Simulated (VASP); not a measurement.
Write the native input for VASP 6.6.1 that does the following.

```yaml
Task: relaxation of cell and atoms
Functional: PBE
Potentials_or_basis: VASP PAW PBE potentials, release 64 (Cu, Ni, O)
Cutoff: 600 eV
k_mesh: 6 × 6 × 6
Occupations: gaussian, width 0.15 eV
Spin: collinear spin, ferromagnetic start
Starting_moments: "[1.0, 2.0, 2.0, 0.0, 0.0, 0.0] μB"
Dipole_correction: no
Further_INCAR_settings: ALGO = Normal; EDIFF = 1e-06; IBRION = 2; EDIFFG = -0.08; NSW = 36; ISIF = 3
```

The structure of CuNi2O3 lies in POSCAR:

```
CuNi2O3
1.0
   -1.4750000000      1.4750000000      6.5500000000
    1.4750000000     -1.4750000000      6.5500000000
    1.4750000000      1.4750000000     -6.5500000000
Cu Ni O
1 2 3
Direct
    0.0000000000      0.0000000000      0.0000000000
    0.6640000000      0.6640000000      0.0000000000
    0.3360000000      0.3360000000      0.0000000000
    0.1720000000      0.1720000000      0.0000000000
    0.8280000000      0.8280000000      0.0000000000
    0.5000000000      0.5000000000      0.0000000000
```

The input as run:

INCAR

```
SYSTEM = CuNi2O3
PREC     = Accurate       ! precision mode
ENCUT    = 600            ! plane-wave cutoff, eV
EDIFF    = 1E-6           ! SCF threshold, eV
ISMEAR   = 0              ! smearing method
SIGMA    = 0.15           ! smearing width, eV
LREAL    = .FALSE.        ! projectors in reciprocal space
LASPH    = .TRUE.         ! aspherical terms in the spheres
NELM     = 150            ! most SCF steps
ALGO     = Normal         ! electronic algorithm
ISIF     = 3              ! what is computed and relaxed
LWAVE    = .FALSE.        ! write WAVECAR
LCHARG   = .FALSE.        ! write CHGCAR
ISPIN    = 2              ! spin polarisation
MAGMOM   = 1 2 2 0 0 0    ! initial moments
LORBIT   = 11             ! projections on sites
LMAXMIX  = 4              ! l up to which the mixer works
GGA      = PE             ! functional
IBRION   = 2              ! ionic algorithm
NSW      = 36             ! ionic steps
EDIFFG   = -0.08          ! ionic threshold
```

KPOINTS

```
regular mesh
0
G
  6 6 6
  0 0 0
```

Potentials or basis: VASP PAW PBE potentials, release 64 (Cu, Ni, O).

Launch:

```bash
$ cat potpaw_PBE.64/Cu/POTCAR potpaw_PBE.64/Ni/POTCAR potpaw_PBE.64/O/POTCAR > POTCAR
$ mpirun -np 1 vasp_std > vasp.out
```

Results of the run:

* Relaxed volume: 9.43 Å³/atom
* Relaxed cell: a = 6.806 Å, b = 6.806 Å, c = 6.806 Å, α = 154.93°, β = 154.93°, γ = 35.75°
* Space group after relaxing (to 0.1 Å): I4/mmm (No. 139)
* Energy gained by relaxing: 7.1 meV/atom
* Ionic steps: 6
* Pressure after relaxing: -0.1 GPa
* Largest force after relaxing: 0.058 eV/Å
* Net moment: 3.25 μB per cell
* Site moments: Cu -0.12; Ni +1.40; O +0.22, +0.03 (each value once) μB
* Valence electrons inside the program's atomic spheres: Cu 9.80; Ni 8.95; O 4.96, 4.94 (each value once)

Caveat: the k points lie up to 0.36 Å⁻¹ apart in the final cell; the relaxation stopped at a loose force limit of 0.08 eV/Å, so its end isn't a converged minimum.

Run time: 37 min on 1 thread of Intel(R) Xeon(R) Platinum 8488C (Sapphire Rapids), on a shared host, peak memory 0.64 GiB.
